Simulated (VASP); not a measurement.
Here is a VASP 6.6.1 calculation.

INCAR

```
  PREC = Accurate
  ENCUT = 520
  EDIFF = 1E-7
  ISMEAR = 0
  SIGMA = 0.1
  LREAL = F
  LASPH = T
  NELM = 80
  ALGO = Fast
  ISIF = 2
  LWAVE = F
  LCHARG = F
  GGA = PE
  NBANDS = 18
```

File KPOINTS:

```
regular mesh
0
Gamma
  18 18 12
```

POSCAR

```
Au
1.0
    2.0581585985      2.0581585985      0.0000000000
   -2.0581585985      2.0581585985      0.0000000000
    0.0000000000      0.0000000000      4.2260751853
Au
2
Direct
    0.0000000000      0.0000000000      0.0000000000
    0.5000000000      0.5000000000      0.5000000000
```

Potentials or basis: VASP PAW PBE potentials, release 64 (Au).

The run is started by

```sh
$ cat potpaw_PBE.64/Au/POTCAR > POTCAR
$ mpirun -np 1 vasp_std > vasp.out
```

(1) What does it give for the band gap on the k mesh?

(2) Estimate the pressure.

## Answers

(1) zero (band 11 reaches 13.41 eV, above the bottom of band 12 at 6.20 eV).

(2) 0.4 GPa.

Caveat: the cell differs from its parent crystal (biaxial strain in the a-b plane: -1.0 %, then relaxed in part); spin-orbit coupling is left out, which moves the levels of the heavy elements.
